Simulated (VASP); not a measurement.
Input of a VASP 6.6.1 run:

INCAR

```
PREC     = Accurate       # precision mode
ENCUT    = 520            # plane-wave cutoff, eV
EDIFF    = 1E-7           # SCF threshold, eV
ISMEAR   = 0              # smearing method
SIGMA    = 0.1            # smearing width, eV
LREAL    = F              # projectors in reciprocal space
LASPH    = T              # aspherical terms in the spheres
NELM     = 100            # most SCF steps
ALGO     = Fast           # electronic algorithm
ISIF     = 2              # what is computed and relaxed
LWAVE    = F              # write WAVECAR
LCHARG   = F              # write CHGCAR
GGA      = PE             # functional
NBANDS   = 14             # bands
```

The input KPOINTS:

```
regular mesh
0
Gamma
  24 24 24
```

Contents of POSCAR:

```
Si2N
1.0
   -1.3885885050      1.3885885050      4.2389684608
    1.3885885050     -1.3885885050      4.2389684608
    1.3885885050      1.3885885050     -4.2389684608
Si N
2 1
Direct
    0.6429360352      0.6429360352      0.0000000000
    0.3570639648      0.3570639648      0.0000000000
    0.0000000000      0.0000000000      0.0000000000
```

Potentials or basis: VASP PAW PBE potentials, release 64 (Si, N).

Launch:

```console
$ cat potpaw_PBE.64/Si/POTCAR potpaw_PBE.64/N/POTCAR > POTCAR
$ mpirun -np 1 vasp_std > vasp.out
```

Estimate the pressure.

0.0 GPa.

Estimate the band gap on the k mesh.

zero (an odd number of electrons rules out a gap without spin polarisation).

Predict the largest force.

0.006 eV/Å.

Forces in eV/Å, atoms in the order of the input:
```
Si   0.000  0.000 -0.006
Si   0.000  0.000  0.006
N    0.000  0.000  0.000
```
